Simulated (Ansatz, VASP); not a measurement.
**PtS2 in VASP and in Ansatz**

Contents of INCAR:

```
PREC     = Accurate       # precision mode
ENCUT    = 520            # plane-wave cutoff, eV
EDIFF    = 1E-6           # SCF threshold, eV
ISMEAR   = 0              # smearing method
SIGMA    = 0.02           # smearing width, eV
LREAL    = F              # projectors in reciprocal space
LASPH    = T              # aspherical terms in the spheres
NELM     = 80             # most SCF steps
ALGO     = Normal         # electronic algorithm
ISIF     = 2              # what is computed and relaxed
LWAVE    = F              # write WAVECAR
LCHARG   = T              # write CHGCAR
LDIPOL   = T            
IDIPOL   = 3            
DIPOL    = 0.5 0.5 0.500
GGA      = PE             # functional
IVDW     = 12             # dispersion correction
LELF     = T              # ELF
LVHAR    = T            
LVACPOTAV= T            
NBANDS   = 18             # bands
```

Contents of KPOINTS:

```
regular mesh
0
Gamma
  9 9 1
```

File POSCAR:

```
PtS2
1.0
    3.4000000000      0.0000000000      0.0000000000
   -1.7000000000      2.9444863729      0.0000000000
    0.0000000000      0.0000000000     30.8254864268
S Pt
2 1
Direct
    0.6666666667      0.3333333333      0.4611198350
    0.3333333333      0.6666666667      0.5388801650
    0.0000000000      0.0000000000      0.5000000000
```

Input for Ansatz:

```yaml
crystal:
  lattice:
    - [3.4, 0.0, 0.0]
    - [-1.7, 2.9444863729, 0.0]
    - [0.0, 0.0, 30.8254864268]
  atoms:
    - { symbol: S, position: [0.6666666667, 0.3333333333, 0.461119835] }
    - { symbol: Pt, position: [0.0, 0.0, 0.5] }
    - { symbol: S, position: [0.3333333333, 0.6666666667, 0.538880165] }
  periodic: [true, true, false]
basis:
  ecutwfc: 420
kpoints:
  mp_grid: { grid: [9, 9, 1] }
hamiltonian:
  xc: pbe
  dispersion: d3bj
scf:
  occupations: { method: gaussian, width: 0.02 }
output:
  forces: true
  stress: true
  eigenvalues: true
```

Alike in both runs: task single point; functional PBE; dispersion D3(BJ); k mesh 9 × 9 × 1; occupations gaussian, width 0.02 eV; no spin polarisation.

|  | VASP | Ansatz |
| --- | --- | --- |
| version | VASP 6.6.1 | Ansatz 0.2.0 |
| potentials or method | VASP PAW PBE potentials, release 64 (S, Pt), cutoff 520 eV | scalar-relativistic, plane waves, PAW |
| valence electrons in the cell | 22 | 30 |

```tsv
	VASP	Ansatz	Ansatz less VASP
gap on the k mesh at the Fermi level (eV)	2.05	2.05	-0.007
least direct gap on the mesh (eV)	2.13	2.12	-0.005
rms of the force components (eV/Å)	0.910	0.935	+0.0250
```

VASP's potentials hold 22 valence electrons a cell and Ansatz's 30, so a difference there can come from the potentials and not from the codes.

Neither program's run includes spin-orbit coupling.
